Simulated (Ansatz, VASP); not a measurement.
**Al2O3 in VASP and in Ansatz**

```
CELL_PARAMETERS angstrom
2.40394 1.38792 4.37421
-2.40394 1.38792 4.37421
0.00000 -2.77583 4.37421
ATOMIC_POSITIONS crystal
Al 0.64789 0.64789 0.64789
Al 0.85211 0.85211 0.85211
Al 0.14789 0.14789 0.14789
Al 0.35211 0.35211 0.35211
O 0.44385 0.05615 0.75000
O 0.94385 0.25000 0.55615
O 0.05615 0.75000 0.44385
O 0.75000 0.44385 0.05615
O 0.25000 0.55615 0.94385
O 0.55615 0.94385 0.25000
```

Alike in both runs: functional PBE; k mesh 7 × 7 × 7; no spin polarisation.

Ansatz relaxed the structure, and its values are those at the end. VASP's run is a single point on that final structure, the one shown.

|  | VASP | Ansatz |
| --- | --- | --- |
| version | VASP 6.6.1 | Ansatz 0.2.0 |
| potentials or method | VASP PAW PBE potentials, release 64 (Al, O), cutoff 520 eV | plane-wave PAW DFT |
| occupations | gaussian, width 0.01 eV | fixed |
| valence electrons in the cell | 48 | 48 |

|  | VASP | Ansatz | Ansatz less VASP |
| --- | --- | --- | --- |
| pressure (GPa) | 0.0 | 0.0 | +0.04 |
| rms of the force components (eV/Å) | 0.004 | 0.001 | -0.0031 |
